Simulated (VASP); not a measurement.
Here is a VASP 6.6.1 calculation.

INCAR

```
SYSTEM = HfBr
PREC     = Accurate       ! precision mode
ENCUT    = 520            ! plane-wave cutoff, eV
EDIFF    = 1E-7           ! SCF threshold, eV
ISMEAR   = 0              ! smearing method
SIGMA    = 0.1            ! smearing width, eV
LREAL    = .False.        ! projectors in reciprocal space
LASPH    = .True.         ! aspherical terms in the spheres
NELM     = 60             ! most SCF steps
ALGO     = Fast           ! electronic algorithm
ISIF     = 2              ! what is computed and relaxed
LWAVE    = .False.        ! write WAVECAR
LCHARG   = .False.        ! write CHGCAR
GGA      = PE             ! functional
NBANDS   = 16             ! bands
```

Contents of KPOINTS:

```
regular mesh
0
Gamma
  18 18 14
  0 0 0
```

Contents of POSCAR:

```
HfBr
1.0
    3.2433933055      0.0000000000      0.0000000000
    0.0000000000      3.2433933055      0.0000000000
    0.0000000000      0.0000000000      3.9162165656
Hf Br
1 1
Direct
    0.0000000000      0.0000000000      0.0000000000
    0.5000000000      0.5000000000      0.5000000000
```

Potentials or basis: VASP PAW PBE potentials, release 64 (Hf_pv, Br).

Run with:

```sh
$ cat potpaw_PBE.64/Hf_pv/POTCAR potpaw_PBE.64/Br/POTCAR > POTCAR
$ mpirun -np 1 vasp_std > vasp.out
```

(1) Predict the pressure.

(2) What does it give for the band gap on the k mesh?

## Answers

(1) -0.5 GPa.

(2) zero (an odd number of electrons rules out a gap without spin polarisation).

Caveat: spin-orbit coupling is left out, which moves the levels of the heavy elements; an odd number of electrons without spin polarisation forces a metal; a magnetic or distorted state may lie lower.
